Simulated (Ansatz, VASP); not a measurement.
## SnSe in VASP and in Ansatz

The input INCAR:

```
SYSTEM = SnSe
PREC     = Accurate       ! precision mode
ENCUT    = 600            ! plane-wave cutoff, eV
EDIFF    = 1E-6           ! SCF threshold, eV
ISMEAR   = 0              ! smearing method
SIGMA    = 0.05           ! smearing width, eV
LREAL    = .FALSE.        ! projectors in reciprocal space
LASPH    = .TRUE.         ! aspherical terms in the spheres
NELM     = 60             ! most SCF steps
ALGO     = Normal         ! electronic algorithm
ISIF     = 3              ! what is computed and relaxed
LWAVE    = .FALSE.        ! write WAVECAR
LCHARG   = .FALSE.        ! write CHGCAR
GGA      = PE             ! functional
IVDW     = 12             ! dispersion correction
IBRION   = 2              ! ionic algorithm
NSW      = 80             ! ionic steps
EDIFFG   = -0.03          ! ionic threshold
```

File KPOINTS:

```
Automatic mesh
0
G
  2 6 4
  0 0 0
```

Contents of POSCAR:

```
SnSe
1.0
   11.4200000000      0.0000000000      0.0000000000
    0.0000000000      4.1900000000      0.0000000000
    0.0000000000      0.0000000000      4.4600000000
Sn Se
4 4
Direct
    0.1230000000      0.2500000000      0.0910000000
    0.3770000000      0.7500000000      0.5910000000
    0.6230000000      0.2500000000      0.4090000000
    0.8770000000      0.7500000000      0.9090000000
    0.3570000000      0.2500000000      0.0160000000
    0.1430000000      0.7500000000      0.5160000000
    0.8570000000      0.2500000000      0.4840000000
    0.6430000000      0.7500000000      0.9840000000
```

Input for Ansatz:

```yaml
crystal:
  lattice:
    - [11.42, 0.0, 0.0]
    - [0.0, 4.19, 0.0]
    - [0.0, 0.0, 4.46]
  atoms:
    - { symbol: Sn, position: [0.123, 0.25, 0.091] }
    - { symbol: Sn, position: [0.377, 0.75, 0.591] }
    - { symbol: Sn, position: [0.623, 0.25, 0.409] }
    - { symbol: Sn, position: [0.877, 0.75, 0.909] }
    - { symbol: Se, position: [0.357, 0.25, 0.016] }
    - { symbol: Se, position: [0.143, 0.75, 0.516] }
    - { symbol: Se, position: [0.857, 0.25, 0.484] }
    - { symbol: Se, position: [0.643, 0.75, 0.984] }
basis:
  ecutwfc: 420
  ecutrho_ratio: 4
kpoints:
  mp_grid: { grid: [2, 6, 4] }
hamiltonian:
  xc: pbe
  dispersion: d3bj
scf:
  occupations: { method: gaussian, width: 0.05 }
output:
  forces: true
  stress: true
  eigenvalues: true
relax:
  f_tol: 0.03
  max_steps: 60
  cell: { stress_tol: 0.3 }
```

Alike in both runs: task relaxation of cell and atoms; functional PBE; dispersion D3(BJ); k mesh 2 × 6 × 4; occupations gaussian, width 0.05 eV; no spin polarisation.

|  | VASP | Ansatz |
| --- | --- | --- |
| version | VASP 6.6.1 | Ansatz 0.2.0 |
| potentials or method | VASP PAW PBE potentials, release 64 (Sn_d, Se), cutoff 600 eV | scalar-relativistic, plane waves, PAW |
| valence electrons in the cell | 80 | 120 |

VASP gave:

| Item | Value |
| --- | --- |
| gap on the k mesh at the Fermi level, each at its own relaxed structure (eV) | 0.52 |
| relaxed volume (Å³/atom) | 26.21 |
| relaxed cell length with the largest relative difference (Å) | 4.339 |

Estimate Ansatz's values.

gap on the k mesh at the Fermi level, each at its own relaxed structure (eV): 0.58; relaxed volume (Å³/atom): 26.33; relaxed cell length with the largest relative difference (Å): 4.364.

VASP's potentials hold 80 valence electrons a cell and Ansatz's 120, so a difference there can come from the potentials and not from the codes. Ansatz's warnings: relaxed geometry near dispersion switch.
